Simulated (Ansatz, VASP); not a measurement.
## Two plane-wave programs on MnF2

```xyz
6
Lattice="4.8738 0.0000 0.0000 0.0000 4.8738 0.0000 0.0000 0.0000 3.3107" Properties=species:S:1:pos:R:3 pbc="T T T"
Mn    2.4369    2.4369    1.6554
Mn    0.0000    0.0000    0.0000
F     3.9249    0.9489    1.6554
F     3.3858    3.3858    0.0000
F     0.9489    3.9249    1.6554
F     1.4880    1.4880    0.0000
```

Alike in both runs: task single point; functional PBE; k mesh 5 × 5 × 7; occupations fermi-dirac, width 0.05 eV; collinear spin; fixed moment 16 μB.

|  | VASP | Ansatz |
| --- | --- | --- |
| version | VASP 6.6.1 | Ansatz 0.2.0 |
| potentials or method | VASP PAW PBE potentials, release 64 (Mn_pv, F) | Ansatz PAW |
| plane-wave cutoff (eV) | 520 | 420 |
| valence electrons in the cell | 54 | 58 |

VASP gave:

| Item | Value |
| --- | --- |
| rms of the force components (eV/Å) | 0.219 |
| net moment per atom (μB) | 2.67 |
| size of the moment on the site where the two differ most (μB) | 4.93 |

Task: What did Ansatz give for the same quantities?

Result: rms of the force components (eV/Å): 0.217; net moment per atom (μB): 2.67; size of the moment on the site where the two differ most (μB): 4.32.

Site moments also hang on the region over which each program counts them. Atom by atom the forces differ by 0.001 eV/Å (rms over components). VASP's potentials hold 54 valence electrons a cell and Ansatz's 58, so a difference there can come from the potentials and not from the codes.
